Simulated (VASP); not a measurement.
SbMo (CsCl type):

```
CELL_PARAMETERS angstrom
3.23179 0.00000 0.00000
0.00000 3.23179 0.00000
0.00000 0.00000 3.23179
ATOMIC_POSITIONS crystal
Mo 0.00000 0.00000 0.00000
Sb 0.50000 0.50000 0.50000
```

* Program: VASP 6.6.1
* Task: relaxation of cell and atoms
* Functional: LDA
* Potentials or basis: VASP PAW LDA potentials, release 64 (Mo_sv, Sb)
* Cutoff: 600 eV
* k mesh: 13 × 13 × 13
* Occupations: fermi-dirac, width 0.08 eV
* Spin: no spin polarisation

At the start: pressure 6.4 GPa; volume 16.88 Å³/atom.

Where does the relaxation end?

Over 4 steps the energy falls by 10.7 meV/atom and the volume is 17.43 Å³/atom (+3.3 %); space group Pm-3m (No. 221, to 0.05 Å).

The path:
| step | energy change (eV) | largest force (eV/Å) | pressure (GPa) | volume (Å³) |
| --- | --- | --- | --- | --- |
| 1 | 0.0000 | 0.0000 | 6.45 | 33.75 |
| 2 | 0.0591 | 0.0000 | -10.42 | 37.18 |
| 3 | -0.0215 | 0.0000 | -0.13 | 34.88 |
| 4 | -0.0215 | 0.0000 | -0.02 | 34.85 |

Final structure:
```cif
data_structure
_symmetry_space_group_name_H-M 'P 1'
_symmetry_Int_Tables_number 1
_cell_length_a 3.2665
_cell_length_b 3.2665
_cell_length_c 3.2665
_cell_angle_alpha 90.000
_cell_angle_beta 90.000
_cell_angle_gamma 90.000
_cell_volume 34.85
loop_
_atom_site_label
_atom_site_type_symbol
_atom_site_fract_x
_atom_site_fract_y
_atom_site_fract_z
_atom_site_occupancy
Mo1 Mo 0.00000 0.00000 0.00000 1
Sb1 Sb 0.50000 0.50000 0.50000 1
```
